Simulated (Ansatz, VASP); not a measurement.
**Ti2W3 in VASP and in Ansatz**

The input INCAR:

```
PREC     = Accurate       # precision mode
ENCUT    = 520            # plane-wave cutoff, eV
EDIFF    = 1E-6           # SCF threshold, eV
ISMEAR   = 0              # smearing method
SIGMA    = 0.2            # smearing width, eV
LREAL    = False          # projectors in reciprocal space
LASPH    = True           # aspherical terms in the spheres
NELM     = 60             # most SCF steps
ALGO     = Fast           # electronic algorithm
ISIF     = 2              # what is computed and relaxed
LWAVE    = False          # write WAVECAR
LCHARG   = False          # write CHGCAR
GGA      = PE             # functional
NBANDS   = 77             # bands
```

The input KPOINTS:

```
regular mesh
0
Gamma
  8 4 2
```

POSCAR

```
Ti2W3
1.0
   -1.5885521000     -2.2686422000      0.0000000000
   -4.7656563000      2.2686422000      0.0000000000
   -1.5885521000      0.0000000000    -11.2238929000
Ti W
4 6
Direct
    0.4500820000      0.4500820000      0.1996720000
    0.9500820000      0.9500820000      0.1996720000
    0.0499180000      0.0499180000      0.8003280000
    0.5499180000      0.5499180000      0.8003280000
    0.3503840000      0.3503840000      0.5984640000
    0.8503840000      0.8503840000      0.5984640000
    0.1496160000      0.1496160000      0.4015360000
    0.6496160000      0.6496160000      0.4015360000
    0.2500000000      0.2500000000      0.0000000000
    0.7500000000      0.7500000000      0.0000000000
```

Input for Ansatz:

```yaml
crystal:
  lattice:
    - [-1.5885521, -2.2686422, 0.0]
    - [-4.7656563, 2.2686422, 0.0]
    - [-1.5885521, 0.0, -11.2238929]
  atoms:
    - { symbol: Ti, position: [0.450082, 0.450082, 0.199672] }
    - { symbol: Ti, position: [0.950082, 0.950082, 0.199672] }
    - { symbol: Ti, position: [0.049918, 0.049918, 0.800328] }
    - { symbol: Ti, position: [0.549918, 0.549918, 0.800328] }
    - { symbol: W, position: [0.350384, 0.350384, 0.598464] }
    - { symbol: W, position: [0.850384, 0.850384, 0.598464] }
    - { symbol: W, position: [0.149616, 0.149616, 0.401536] }
    - { symbol: W, position: [0.649616, 0.649616, 0.401536] }
    - { symbol: W, position: [0.25, 0.25, 0.0] }
    - { symbol: W, position: [0.75, 0.75, 0.0] }
basis:
  ecutwfc: 420
kpoints:
  mp_grid: { grid: [8, 4, 2] }
hamiltonian:
  xc: pbe
scf:
  occupations: { method: gaussian, width: 0.2 }
  lower_state_search: "off"
output:
  forces: true
  stress: true
  eigenvalues: true
```

Alike in both runs: task single point; functional PBE; k mesh 8 × 4 × 2; occupations gaussian, width 0.2 eV; no spin polarisation.

|  | VASP | Ansatz |
| --- | --- | --- |
| version | VASP 6.6.1 | Ansatz 0.2.0 |
| potentials or method | VASP PAW PBE potentials, release 64 (Ti_sv, W_sv), cutoff 520 eV | scalar-relativistic, plane waves, PAW |
| valence electrons in the cell | 132 | 132 |

```csv
,VASP,Ansatz,Ansatz less VASP
gap on the k mesh at the Fermi level (eV),none,none,-
pressure (GPa),0.2,0.1,-0.14
"traceless stress, the component that is largest in VASP (GPa)",0.22,0.22,-0.003
rms of the force components (eV/Å),0.016,0.007,-0.0086
```

Atom by atom the forces differ by 0.011 eV/Å (rms over components). A gap of «none» marks a metal or a gap that the smearing closes.

Neither program's run includes spin-orbit coupling.
